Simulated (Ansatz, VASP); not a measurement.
## Na in VASP and in Ansatz

INCAR

```
PREC     = Accurate       # precision mode
ENCUT    = 520            # plane-wave cutoff, eV
EDIFF    = 1E-7           # SCF threshold, eV
ISMEAR   = 0              # smearing method
SIGMA    = 0.05           # smearing width, eV
LREAL    = F              # projectors in reciprocal space
LASPH    = T              # aspherical terms in the spheres
NELM     = 60             # most SCF steps
ALGO     = Normal         # electronic algorithm
ISIF     = 2              # what is computed and relaxed
LWAVE    = F              # write WAVECAR
LCHARG   = F              # write CHGCAR
GGA      = PE             # functional
NBANDS   = 14             # bands
```

KPOINTS

```
regular mesh
0
Gamma
  12 12 8
```

Contents of POSCAR:

```
Na
1.0
    3.7670000000      0.0000000000      0.0000000000
   -1.8835000000      3.2623177000      0.0000000000
    0.0000000000      0.0000000000      6.1540000000
Na
2
Direct
    0.3333333300      0.6666666700      0.2500000000
    0.6666666700      0.3333333300      0.7500000000
```

Input for Ansatz:

```yaml
crystal:
  lattice:
    - [3.767, 0.0, 0.0]
    - [-1.8835, 3.2623177, 0.0]
    - [0.0, 0.0, 6.154]
  atoms:
    - { symbol: Na, position: [0.33333333, 0.66666667, 0.25] }
    - { symbol: Na, position: [0.66666667, 0.33333333, 0.75] }
basis:
  ecutwfc: 420
kpoints:
  mp_grid: { grid: [12, 12, 8] }
hamiltonian:
  xc: pbe
scf:
  occupations: { method: gaussian, width: 0.05 }
output:
  forces: true
  eigenvalues: true
  eigenstates:
    nscf_kmesh: { grid: [30, 30, 16] }
    top_band: c6
    de_dk: true
    localisation: false
  stress: true
checkpoint:
  write: ck
  compress: false
  write_wavefunctions: false
  write_every: 100000
```

Alike in both runs: task single point; functional PBE; k mesh 12 × 12 × 8; occupations gaussian, width 0.05 eV; no spin polarisation.

|  | VASP | Ansatz |
| --- | --- | --- |
| version | VASP 6.6.1 | Ansatz 0.2.0 |
| potentials or method | VASP PAW PBE potentials, release 64 (Na_pv), cutoff 520 eV | scalar-relativistic, plane waves, PAW |
| valence electrons in the cell | 14 | 18 |

```csv
,VASP,Ansatz,Ansatz less VASP
pressure (GPa),-0.2,-0.2,0.00
```

The functional is the same, so the differences come from potentials, cutoffs and numerics. VASP's potentials hold 14 valence electrons a cell and Ansatz's 18, so a difference there can come from the potentials and not from the codes.
